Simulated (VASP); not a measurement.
# SrO in VASP: further runs

Runs on SrO. Level: r2SCAN. Tasks: single point.

Program: VASP 6.6.1. These are calculated values, not measurements. Logs are shortened: lines on timing, memory, paths and dates and some standing lists are left out, and cuts for length are marked.

## 1. The cell of the first run

Symmetry: Fm-3m, No. 225, cubic system. The conventional cell has a = 5.011 Å, b = 5.011 Å, c = 5.011 Å, α = 90.00°, β = 90.00°, γ = 90.00°. Within 3.3 Å of Sr (site symmetry m-3m) lie 6 O at 2.51 Å. O (site symmetry m-3m) has 6 Sr at 2.51 Å within 3.3 Å.

## 2. Single point, r2SCAN (strain -0.025 along x and y, -0.025 along z)

The input, POSCAR:

```
SrO
1.0
    0.0000000000      2.5055550000      2.5055550000
    2.5055550000      0.0000000000      2.5055550000
    2.5055550000      2.5055550000      0.0000000000
Sr O
1 1
Direct
    0.0000000000      0.0000000000      0.0000000000
    0.5000000000      0.5000000000      0.5000000000
```

The input, INCAR.step1:

```
PREC = Accurate ; ENCUT = 520
ISMEAR = 0 ; SIGMA = 0.05
LREAL = False ; LASPH = True
NELM = 60 ; NBANDS = 15
GGA = PE ; ALGO = Normal
EDIFF = 1E-4 ; LWAVE = True
LCHARG = False
```

The input, INCAR.step2:

```
PREC = Accurate ; ENCUT = 520
EDIFF = 1E-6 ; ISMEAR = 0
SIGMA = 0.05 ; LREAL = False
LASPH = True ; NELM = 60
ALGO = Normal ; ISIF = 2
LWAVE = False ; LCHARG = False
METAGGA = R2SCAN ; LMIXTAU = True
NBANDS = 15 ; ISTART = 1
```

The input, KPOINTS:

```
Automatic mesh
0
Gamma
  8 8 8
```

Potentials or basis: VASP PAW PBE potentials, release 64 (Sr_sv, O).

Run with:

```bash
$ cat potpaw_PBE.64/Sr_sv/POTCAR potpaw_PBE.64/O/POTCAR > POTCAR
$ cp INCAR.step1 INCAR
$ mpirun -np 1 vasp_std > vasp.out
$ cp INCAR.step2 INCAR
$ mpirun -np 1 vasp_std > vasp.out
```

OUTCAR:

```text
PREC = Accurate
   ENCUT = 520
   EDIFF = 1E-6
   ISMEAR = 0
   LREAL = False
   LASPH = True
   NELM = 60
   ISIF = 2
   METAGGA = R2SCAN
   ISTART = 1

 ion  position               nearest neighbor table
   1  0.000  0.000  0.000-   2 2.51   2 2.51   2 2.51   2 2.51   2 2.51   2 2.51
   2  0.500  0.500  0.500-   1 2.51   1 2.51   1 2.51   1 2.51   1 2.51   1 2.51

  LATTYP: Found a face centered cubic cell.
 ALAT       =     5.0111100000

  Lattice vectors:

 A1 = (   0.0000000000,   2.5055550000,   2.5055550000)
 A2 = (   2.5055550000,   0.0000000000,   2.5055550000)
 A3 = (   2.5055550000,   2.5055550000,   0.0000000000)

Analysis of symmetry for initial positions (statically):
=====================================================================
 Subroutine PRICEL returns:
 Original cell was already a primitive cell.

 Routine SETGRP: Setting up the symmetry group for a
 face centered cubic supercell.

 Subroutine GETGRP returns: Found 48 space group operations
 (whereof 48 operations were pure point group operations)
 out of a pool of 48 trial point group operations.

The static configuration has the point symmetry O_h .

Analysis of symmetry for dynamics (positions and initial velocities):
=====================================================================
 Subroutine PRICEL returns:
 Original cell was already a primitive cell.

 Routine SETGRP: Setting up the symmetry group for a
 face centered cubic supercell.

 Subroutine GETGRP returns: Found 48 space group operations
 (whereof 48 operations were pure point group operations)
 out of a pool of 48 trial point group operations.

The dynamic configuration has the point symmetry O_h .

 Subroutine INISYM returns: Found 48 space group operations
 (whereof 48 operations are pure point group operations),
 and found     1 'primitive' translations

----------------------------------------------------------------------------------------

                                     Primitive cell

  volume of cell :      31.4588

  direct lattice vectors                    reciprocal lattice vectors
     0.000000000  2.505555000  2.505555000    -0.199556585  0.199556585  0.199556585
     2.505555000  0.000000000  2.505555000     0.199556585 -0.199556585  0.199556585
     2.505555000  2.505555000  0.000000000     0.199556585  0.199556585 -0.199556585

  length of vectors
     3.543389862  3.543389862  3.543389862     0.345642145  0.345642145  0.345642145

  position of ions in fractional coordinates (direct lattice)
     0.000000000  0.000000000  0.000000000
     0.500000000  0.500000000  0.500000000

  ion indices of the primitive-cell ions
   primitive index   ion index
                 1           1
                 2           2

----------------------------------------------------------------------------------------

 KPOINTS: Automatic mesh

Automatic generation of k-mesh.
 Grid dimensions read from file:
 generate k-points for:    8    8    8

 Generating k-lattice:

  Cartesian coordinates                     Fractional coordinates (reciprocal lattice)
    -0.024944573  0.024944573  0.024944573     0.125000000  0.000000000  0.000000000
     0.024944573 -0.024944573  0.024944573     0.000000000  0.125000000  0.000000000
     0.024944573  0.024944573 -0.024944573     0.000000000  0.000000000  0.125000000

  Length of vectors
     0.043205268  0.043205268  0.043205268

  Shift w.r.t. Gamma in fractional coordinates (k-lattice)
     0.000000000  0.000000000  0.000000000

 Subroutine IBZKPT returns following result:
 ===========================================

 Found     29 irreducible k-points:

 Following reciprocal coordinates:
            Coordinates               Weight
  0.000000  0.000000  0.000000      1.000000
  0.125000  0.000000  0.000000      8.000000
  0.250000  0.000000  0.000000      8.000000
  0.375000  0.000000  0.000000      8.000000
  0.500000  0.000000  0.000000      4.000000
  0.125000  0.125000  0.000000      6.000000
[... 16 lines left out ...]
  0.500000  0.250000  0.125000     48.000000
 -0.375000  0.250000  0.125000     24.000000
 [... further k-points ...]
   k-points           NKPTS =     29   k-points in BZ     NKDIM =     29   number of bands    NBANDS=     15
   number of dos      NEDOS =    301   number of ions     NIONS =      2
   total plane-waves  NPLWV =  21952
   dimension x,y,z NGX =    28 NGY =   28 NGZ =   28
   dimension x,y,z NGXF=    56 NGYF=   56 NGZF=   56
   ions per type =               1   1
   NGX,Y,Z   is equivalent  to a cutoff of  13.14, 13.14, 13.14 a.u.
   NGXF,Y,Z  is equivalent  to a cutoff of  26.27, 26.27, 26.27 a.u.
 SYSTEM =  unknown system
   PREC   = accura    normal or accurate (medium, high low for compatibility)
   ISTART =      1    job   : 0-new  1-cont  2-samecut
   ICHARG =      0    charge: 1-file 2-atom 10-const
   ISPIN  =      1    spin polarized calculation?
   LNONCOLLINEAR =      F non collinear calculations
   LSORBIT =      F    spin-orbit coupling
   LASPH  =      T    aspherical Exc in radial PAW
   ENCUT  =  520.0 eV  38.22 Ry    6.18 a.u.   6.59  6.59  6.59*2*pi/ulx,y,z
   NELM   =     60;   NELMIN=  2; NELMDL=  0     # of ELM steps
   EDIFF  = 0.1E-05   stopping-criterion for ELM
   LREAL  =      F    real-space projection
   EDIFFG = 0.1E-04   stopping-criterion for IOM
   NSW    =      0    number of steps for IOM
   IBRION =     -1    ionic relax: 0-MD 1-quasi-New 2-CG
   NFREE  =      0    steps in history (QN), initial steepest desc. (CG)
   ISIF   =      2    stress and relaxation
   ISYM   =      2    0-nonsym 1-usesym 2-fastsym
   POTIM  = 0.5000    time-step for ionic-motion
   TEBEG  =    0.0;   TEEND  =   0.0 temperature during run
   PSTRESS=    0.0 pullay stress
   NELECT =      16.0000    total number of electrons
   NUPDOWN=      -1.0000    fix difference up-down
   EMIN   =  10.00;   EMAX   =-10.00  energy-range for DOS
   EFERMI =   0.00;   METHOD = LEGACY
   ISMEAR =     0;   SIGMA  =   0.05  broadening in eV -4-tet -1-fermi 0-gaus
   EFERMI_NEDOS =   21; number of points for ismear=-14 and -15
   IALGO  =     38    algorithm
   IMIX   =      4    mixing-type and parameters
     AMIX     =   0.40;   BMIX     =  1.00
     AMIX_MAG =   1.60;   BMIX_MAG =  1.00
  volume/ion in A,a.u.               =      15.73       106.15
  Fermi-wavevector in a.u.,A,eV,Ry     =   1.306775  2.469447 23.234144  1.707661
  Thomas-Fermi vector in A             =   2.437555
   LORBIT       =      0    0 simple, 1 ext, 2 COOP (PROOUT), +10 PAW based schemes
   METAGGA = R2SCAN    functional components
   LHFCALC =     F    Hartree Fock is set to
   AEXX    =    0.0000 exact exchange contribution
   IVDW    =     0    specifies the selected vdW correction
   LEPSILON=     F    determine dielectric tensor
   LRPA    =     F    only Hartree local field effects (RPA)
 non-spin polarized calculation
 Gauss-broadening in eV      SIGMA  =   0.05
  energy-cutoff  :      520.00
  volume of cell :       31.46
 maximum number of plane-waves:       877
 NGX is ok and might be reduce to    28
   NGX = 13   NGY = 13   NGZ = 13

 number of electron      15.9999999 magnetization

 Free energy of the ion-electron system (eV)
  ---------------------------------------------------
  ext. energy  EPLUGINS =         0.00000000
  ---------------------------------------------------
  free energy    TOTEN  =       -26.95852049 eV

  energy without entropy =      -26.95852049  energy(sigma->0) =      -26.95852049

 E-fermi :   2.0208     XC(G=0): -10.9914

 val. band max:        1.7208183402   @ k =   0.0000   0.0000   0.0000
 cond. band min:       5.4071970854   @ k =   0.5000   0.5000   0.0000
 fundamental gap:      3.6863787452
 Fermi energy:         2.0207941377

 k-point     1 :       0.0000    0.0000    0.0000
  band No.  band energies     occupation
      1     -31.4886      2.00000
      2     -14.4013      2.00000
      3     -12.4172      2.00000
      4     -12.4172      2.00000
      5     -12.4172      2.00000
      6       1.7208      2.00000
      7       1.7208      2.00000
      8       1.7208      2.00000
      9       6.9905      0.00000
     10       8.6659      0.00000
     11       8.6659      0.00000
     12       8.6659      0.00000
     13      11.1692      0.00000
     14      11.1692      0.00000
     15      15.4217      0.00000

 k-point     2 :       0.1250    0.0000    0.0000
  band No.  band energies     occupation
      1     -31.4604      2.00000
      2     -14.7137      2.00000
      3     -12.4308      2.00000
      4     -12.4308      2.00000
      5     -12.1709      2.00000
      6       1.2744      2.00000
      7       1.4962      2.00000
      8       1.4962      2.00000
      9       7.7024      0.00000
     10       8.5033      0.00000
     11       9.0064      0.00000
     12       9.0064      0.00000
     13      11.6404      0.00000
     14      11.6404      0.00000
     15      16.5296      0.00000

 k-point     3 :       0.2500    0.0000    0.0000
  band No.  band energies     occupation
      1     -31.3912      2.00000
      2     -15.2945      2.00000
      3     -12.4629      2.00000
      4     -12.4629      2.00000
      5     -11.7503      2.00000
      6       0.4149      2.00000
      7       1.0121      2.00000
      8       1.0121      2.00000
      9       8.4776      0.00000
     10       9.2957      0.00000
     11       9.9355      0.00000
     12       9.9355      0.00000
     13      12.8131      0.00000
     14      12.8131      0.00000
     15      18.8012      0.00000

 k-point     4 :       0.3750    0.0000    0.0000
  band No.  band energies     occupation
      1     -31.3207      2.00000
      2     -15.7621      2.00000
      3     -12.4943      2.00000
      4     -12.4943      2.00000
      5     -11.4436      2.00000
      6      -0.2848      2.00000
      7       0.5891      2.00000
      8       0.5891      2.00000
      9       8.8761      0.00000
     10      10.8436      0.00000
     11      11.0882      0.00000
     12      11.0882      0.00000
     13      14.2426      0.00000
     14      14.2426      0.00000
     15      19.1619      0.00000
[... 307 lines left out ...]
 k-point    22 :       0.3750    0.2500    0.1250
  band No.  band energies     occupation
      1     -31.3413      2.00000
      2     -15.3240      2.00000
      3     -12.7444      2.00000
      4     -12.5368      2.00000
      5     -11.8156      2.00000
      6       0.1828      2.00000
      7       0.9460      2.00000
      8       1.4702      2.00000
      9       7.3924      0.00000
     10       9.5778      0.00000
     11      10.9142      0.00000
     12      11.3963      0.00000
     13      12.9588      0.00000
     14      13.9746      0.00000
     15      20.2933      0.00000

 k-point    23 :       0.5000    0.2500    0.1250
  band No.  band energies     occupation
      1     -31.2855      2.00000
      2     -15.5117      2.00000
      3     -12.8761      2.00000
      4     -12.6362      2.00000
      5     -11.7581      2.00000
      6       0.1337      2.00000
      7       0.6818      2.00000
      8       1.2164      2.00000
      9       7.9759      0.00000
     10      10.0257      0.00000
     11      11.8685      0.00000
     12      11.9172      0.00000
     13      14.2558      0.00000
     14      15.3080      0.00000
     15      18.0115      0.00000

 k-point    24 :      -0.3750    0.2500    0.1250
  band No.  band energies     occupation
      1     -31.2622      2.00000
      2     -15.5872      2.00000
      3     -12.9013      2.00000
      4     -12.7129      2.00000
      5     -11.7304      2.00000
      6       0.0862      2.00000
      7       0.7944      2.00000
      8       0.9102      2.00000
      9       8.9258      0.00000
     10       9.3302      0.00000
     11      12.3559      0.00000
     12      12.4242      0.00000
     13      14.8232      0.00000
     14      16.2455      0.00000
     15      17.1361      0.00000

 [... further k-points ...]
[... 5 lines left out ...]
  --------------------------------------------------------------------------------------
  -------------------------------------------------------------------------------------
  Total        2.1177530      2.1177530      2.1177530      0.0000000      0.0000000     -0.0000000
  in kB      107.8559432    107.8559432    107.8559432      0.0000000      0.0000000     -0.0000000
  external PRESSURE =     107.8559432 kB  Pullay stress =       0.0000000 kB

 VOLUME and BASIS-vectors are now :
 -----------------------------------------------------------------------------
  energy-cutoff  :      520.00
  volume of cell :       31.46
      direct lattice vectors                 reciprocal lattice vectors
     0.000000000  2.505555000  2.505555000    -0.199556585  0.199556585  0.199556585
     2.505555000  0.000000000  2.505555000     0.199556585 -0.199556585  0.199556585
     2.505555000  2.505555000  0.000000000     0.199556585  0.199556585 -0.199556585

 POSITION                                       TOTAL-FORCE (eV/Angst)
 -----------------------------------------------------------------------------------
      0.00000      0.00000      0.00000        -0.000000      0.000000      0.000000
      2.50556      2.50556      2.50556         0.000000      0.000000     -0.000000
 -----------------------------------------------------------------------------------
    total drift:                                0.000000      0.000000      0.000000

  FREE ENERGIE OF THE ION-ELECTRON SYSTEM (eV)
  ---------------------------------------------------
  free  energy   TOTEN  =       -26.9585204940 eV

  energy  without entropy=      -26.9585204940  energy(sigma->0) =      -26.95852049
```

Wall time 3.1 min (1 thread of AMD EPYC 7R13, shared host); peak memory 0.14 GiB.

Results:

```yaml
Free_energy: -26.9585 eV
Pressure: 10.8 GPa
Band_gap_on_the_k_mesh: 3.69 eV, indirect (least direct gap 3.71 eV)
```

Caveat: the cell differs from its parent crystal (strain -0.025 along x and y, -0.025 along z); the PAW data sets were made with another functional, which shifts forces and pressure a little. A k mesh can miss the band edges.

## 3. Single point, r2SCAN (strain +0.025 along x and y, +0.025 along z)

The input, POSCAR:

```
SrO
1.0
    0.0000000000      2.6340450000      2.6340450000
    2.6340450000      0.0000000000      2.6340450000
    2.6340450000      2.6340450000      0.0000000000
Sr O
1 1
Direct
    0.0000000000      0.0000000000      0.0000000000
    0.5000000000      0.5000000000      0.5000000000
```

The input, INCAR.step1:

```
PREC = Accurate
ENCUT = 520
ISMEAR = 0
SIGMA = 0.05
LREAL = F
LASPH = T
NELM = 100
NBANDS = 15
GGA = PE
ALGO = Normal
EDIFF = 1E-4
LWAVE = T
LCHARG = F
```

The input, INCAR.step2:

```
PREC = Accurate
ENCUT = 520
EDIFF = 1E-6
ISMEAR = 0
SIGMA = 0.05
LREAL = F
LASPH = T
NELM = 100
ALGO = Normal
ISIF = 2
LWAVE = F
LCHARG = T
METAGGA = R2SCAN
LMIXTAU = T
LELF = T
LVHAR = T
NBANDS = 15
ISTART = 1
```

The input, KPOINTS:

```
regular mesh
0
Gamma
  8 8 8
```

Potentials or basis: VASP PAW PBE potentials, release 64 (Sr_sv, O).

Run with:

```bash
$ cat potpaw_PBE.64/Sr_sv/POTCAR potpaw_PBE.64/O/POTCAR > POTCAR
$ cp INCAR.step1 INCAR
$ mpirun -np 1 vasp_std > vasp.out
$ cp INCAR.step2 INCAR
$ mpirun -np 1 vasp_std > vasp.out
```

It took 2.9 min on 1 thread of AMD EPYC 7R13, shared host; peak memory 0.14 GiB.

The run converged. Its results:

```
Free energy            : -27.0268 eV
Pressure               : -4.7 GPa
Band gap on the k mesh : 3.77 eV, indirect (least direct gap 3.90 eV)
```

Levels at points of the mesh, in eV from the valence-band top:
| k point | band 6 | band 7 | band 8 | band 9 | band 10 | band 11 |
| --- | --- | --- | --- | --- | --- | --- |
| (0.00, 0.00, 0.00) | 0.00 | 0.00 | 0.00 | 4.14 | 6.60 | 6.60 |
| (0.50, 0.00, 0.00) | -1.98 | -1.00 | -1.00 | 6.79 | 8.48 | 9.06 |
| (0.50, 0.50, 0.00) | -0.54 | -0.13 | -0.13 | 3.77 | 7.97 | 10.44 |

Caveat: the cell differs from its parent crystal (strain +0.025 along x and y, +0.025 along z); the PAW data sets were made with another functional, which shifts forces and pressure a little. A k mesh can miss the band edges.

(Continued in part 2 of 2.)
